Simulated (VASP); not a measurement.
# CuO: single point with PBEsol

Crystal: CuO.

```
Cu O
1.0
     2.90279    0.01283   -0.03408
     0.05222    2.84489    0.00261
    -0.04356    0.02263    5.27315
Cu O
2 2
Direct
  0.51070 0.00534 0.49840
  0.05379 0.47809 0.99029
  0.95681 0.97912 0.24962
  0.02539 0.00127 0.76859
```

- Program: VASP 6.6.1
- Task: single point
- Functional: PBEsol
- Potentials or basis: VASP PAW PBE potentials, release 64 (Cu, O)
- Cutoff: 520 eV
- k mesh: 2 × 2 × 1
- Occupations: gaussian, width 0.1 eV
- Spin: no spin polarisation
- Dipole correction: no
- Further INCAR settings: ALGO = Normal; EDIFF = 1e-07; NBANDS = 25

* Pressure: 2.7 GPa
* Largest force: 2.310 eV/Å
* Band gap on the k mesh: 0.03 eV (least direct gap 0.22 eV)

Forces in eV/Å, atoms in the order of the input:
```
Cu  -0.157 -0.185  0.509
Cu  -0.604  0.867  2.054
O    0.170 -0.113 -0.689
O    0.591 -0.570 -1.874
```

Stress tensor (GPa, compression positive):
```
 4.61  0.54  1.71
 0.54  6.94  2.37
 1.71  2.37 -3.57
```

Levels at points of the mesh, in eV from the valence-band top:
| k point | band 13 | band 14 | band 15 | band 16 | band 17 | band 18 | band 19 | band 20 | band 21 | band 22 |
| --- | --- | --- | --- | --- | --- | --- | --- | --- | --- | --- |
| (0.00, 0.00, 0.00) | -2.73 | -2.62 | -2.60 | -2.49 | 0.00 | 0.22 | 0.74 | 5.35 | 6.52 | 12.67 |
| (0.50, 0.00, 0.00) | -2.50 | -2.41 | -2.27 | -1.85 | -0.20 | 0.03 | 2.80 | 5.16 | 5.73 | 10.12 |
| (0.00, 0.50, 0.00) | -2.94 | -2.35 | -2.01 | -1.77 | -0.55 | 0.08 | 2.49 | 5.62 | 5.79 | 10.53 |
| (0.50, 0.50, 0.00) | -2.97 | -2.49 | -2.13 | -1.90 | -1.52 | 0.65 | 1.49 | 6.16 | 8.83 | 9.04 |

Run time: 8.6 s on 1 thread of Intel(R) Xeon(R) Platinum 8488C (Sapphire Rapids), with other jobs on the host, peak memory 0.15 GiB.

Caveat: the k points lie up to 1.19 Å⁻¹ apart; the PAW data sets were made with another functional, which shifts forces and pressure a little; an odd mesh through Γ misses points on the zone boundary, where band edges can lie.
